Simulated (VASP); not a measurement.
Cr: single point with PBE

The system is Cr, a slab with vacuum.

```
Cr
1.0
     2.46682    0.00000    0.00000
    -0.82227    2.32574    0.00000
     0.00000    0.00000    7.00000
Cr
1
Direct
  0.00000 0.00000 0.50000
```

```json
{
  "Program": "VASP 6.6.1",
  "Task": "single point",
  "Functional": "PBE",
  "Potentials or basis": "VASP PAW PBE potentials, release 64 (Cr_pv)",
  "Cutoff": "520 eV",
  "k mesh": "14 × 14 × 1",
  "Occupations": "fermi-dirac, width 0.05 eV",
  "Spin": "collinear spin, ferromagnetic start",
  "Starting moments": "[2.0] μB"
}
```

```yaml
Net_moment: 1.13 μB per cell
Site_moments: Cr +0.97 μB
Valence_electrons_inside_the_program's_atomic_spheres: Cr 10.70
```

Levels at points of the mesh, in eV from the Fermi level:
Spin up:
```
           k point  band 3  band 4  band 5  band 6  band 7  band 8  band 9  band 10  band 11  band 12
(0.00, 0.00, 0.00)  -42.62   -4.95   -1.72   -1.59    0.38    0.96    1.10     1.46     4.41     7.06
(0.50, 0.00, 0.00)  -42.76   -2.76   -1.83   -0.22    1.17    1.81    2.02     6.81     7.13     7.17
(0.50, 0.50, 0.00)  -43.19   -3.06   -1.57    0.08    0.20    2.68    4.34     7.05     9.37     9.57
```
Spin down:
| k point | band 1 | band 2 | band 3 | band 4 | band 5 | band 6 | band 7 | band 8 | band 9 | band 10 |
| --- | --- | --- | --- | --- | --- | --- | --- | --- | --- | --- |
| (0.00, 0.00, 0.00) | -42.09 | -42.00 | -41.99 | -4.56 | -0.96 | -0.18 | 0.96 | 1.65 | 1.82 | 2.07 |
| (0.50, 0.00, 0.00) | -42.67 | -42.02 | -42.01 | -2.18 | -1.27 | 1.65 | 1.82 | 2.24 | 2.52 | 7.69 |
| (0.50, 0.50, 0.00) | -42.77 | -42.32 | -41.95 | -2.56 | -1.05 | 0.77 | 2.14 | 3.44 | 4.60 | 8.38 |

Wall time 38 s on 1 thread of Intel(R) Xeon(R) Platinum 8559C (Emerald Rapids), on a shared host, peak memory 0.17 GiB.
